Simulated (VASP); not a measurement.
**Cr: single point with LDA**

Crystal: Cr.

```
Cr
1.0
    -1.39425    1.39425    1.39425
     1.39425   -1.39425    1.39425
     1.39425    1.39425   -1.39425
Cr
1
Cartesian
  0.0000 0.0000 0.0000
```

```json
{
 "Program": "VASP 6.6.1",
 "Task": "single point",
 "Functional": "LDA",
 "Potentials or basis": "VASP PAW LDA potentials, release 64 (Cr_pv)",
 "Cutoff": "520 eV",
 "k mesh": "16 × 16 × 16",
 "Occupations": "methfessel-paxton, width 1 eV",
 "Spin": "no spin polarisation",
 "Dipole correction": "no",
 "Further INCAR settings": "ALGO = Normal; EDIFF = 1e-07; NBANDS = 12"
}
```

| Property | Result |
| --- | --- |
| Pressure | -2.2 GPa |
| Band gap on the k mesh | zero (band 6 reaches 14.41 eV, above the bottom of band 7 at 10.71 eV) |

Levels at points of the mesh, in eV from the Fermi level:
```tsv
k point	band 3	band 4	band 5	band 6	band 7	band 8	band 9	band 10
(0.00, 0.00, 0.00)	-42.21	-7.95	-0.96	-0.96	-0.96	1.21	1.21	5.42
(0.50, 0.00, 0.00)	-42.22	-4.72	-2.66	1.25	1.44	1.59	3.17	5.42
(0.50, 0.50, 0.50)	-42.99	-4.72	-4.72	2.74	2.74	2.74	5.42	11.26
```

Run time: 18 s on 1 thread of AMD EPYC 7R43 64-Core Processor (Zen 3) (shared host), peak memory 0.09 GiB.

Caveat: the run has no spin polarisation, though such a crystal can be magnetic. Spin polarisation is off, so any magnetic state and its effect on volume and gap are missing.
